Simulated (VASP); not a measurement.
Wanted: the native input for a VASP 6.6.1 run.

* Task: relaxation of cell and atoms
* Functional: PBE
* Potentials or basis: VASP PAW PBE potentials, release 64 (C)
* Cutoff: 600 eV
* k mesh: 24 × 24 × 22
* Occupations: fermi-dirac, width 0.1 eV
* Spin: no spin polarisation
* Target pressure: 96 GPa
* Dipole correction: no
* Further INCAR settings: ALGO = Normal; EDIFF = 1e-07; IBRION = 2; EDIFFG = -0.005; NSW = 60; ISIF = 3

The structure of C lies in POSCAR:

```
C
1.0
    1.8678096906      0.0000000000      0.0000000000
   -0.9339048453      1.6175706415      0.0000000000
    0.0000000000      0.0000000000      1.7557411092
C
1
Direct
    0.0000000000      0.0000000000      0.0000000000
```

The input as run:

INCAR

```
SYSTEM = C
PREC = Accurate
ENCUT = 600
EDIFF = 1E-7
ISMEAR = -1
SIGMA = 0.1
LREAL = .False.
LASPH = .True.
NELM = 100
ALGO = Normal
ISIF = 3
LWAVE = .False.
LCHARG = .False.
GGA = PE
IBRION = 2
NSW = 60
EDIFFG = -0.005
PSTRESS = 960.0
```

KPOINTS

```
regular mesh
0
Gamma
  24 24 22
  0 0 0
```

Potentials or basis: VASP PAW PBE potentials, release 64 (C).

The run is started by

```bash
$ cat potpaw_PBE.64/C/POTCAR > POTCAR
$ mpirun -np 1 vasp_std > vasp.out
```

Results of the run:

```json
{
 "Relaxed volume": "4.60 Å³/atom",
 "Relaxed cell": "a = 1.864 Å, b = 1.864 Å, c = 1.527 Å, α = 90.00°, β = 90.00°, γ = 120.00°",
 "Space group after relaxing (to 0.1 Å)": "P6/mmm (No. 191)",
 "Energy change on relaxing (the run minimises the enthalpy)": "-48.8 meV/atom",
 "Ionic steps": "16",
 "Pressure after relaxing": "96.0 GPa",
 "Band gap on the k mesh": "zero (bands 2 and 3 overlap by 19.79 eV)"
}
```

Caveat: the cell is relaxed towards a set pressure, so the run minimises the enthalpy, not the energy.

Wall time 3.3 min on 1 thread of Intel Xeon 8259CL, with other jobs on the host, peak memory 0.13 GiB.
